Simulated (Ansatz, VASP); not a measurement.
Two plane-wave programs on CuI

```
Cu I
1.0
     0.00000    3.01203    3.13733
     3.01203    0.00000    3.13733
     3.01203    3.01203    0.00000
Cu I
1 1
Direct
  0.00000 0.00000 0.00000
  0.25000 0.25000 0.25000
```

Change from the starting cell: uniaxial_z strain +4.2%.

Alike in both runs: task single point; functional PBE; k mesh 8 × 8 × 8; occupations fermi-dirac, width 0.02 eV; no spin polarisation.

|  | VASP | Ansatz |
| --- | --- | --- |
| version | VASP 6.6.1 | Ansatz 0.2.0 |
| potentials or method | VASP PAW PBE potentials, release 64 (Cu, I) | plane waves, PAW |
| plane-wave cutoff (eV) | 520 | 420 |
| valence electrons in the cell | 18 | 36 |

Ansatz gave:

| Item | Value |
| --- | --- |
| gap on the k mesh at the Fermi level (eV) | 1.04 |
| pressure (GPa) | -0.5 |
| traceless stress, the component that is largest in VASP (GPa) | -0.51 |

Q: Which values does VASP return?

A: gap on the k mesh at the Fermi level (eV): 1.06; pressure (GPa): -0.4; traceless stress, the component that is largest in VASP (GPa): -0.51.

VASP's potentials hold 18 valence electrons a cell and Ansatz's 36, so a difference there can come from the potentials and not from the codes.

Spin-orbit coupling is off throughout.
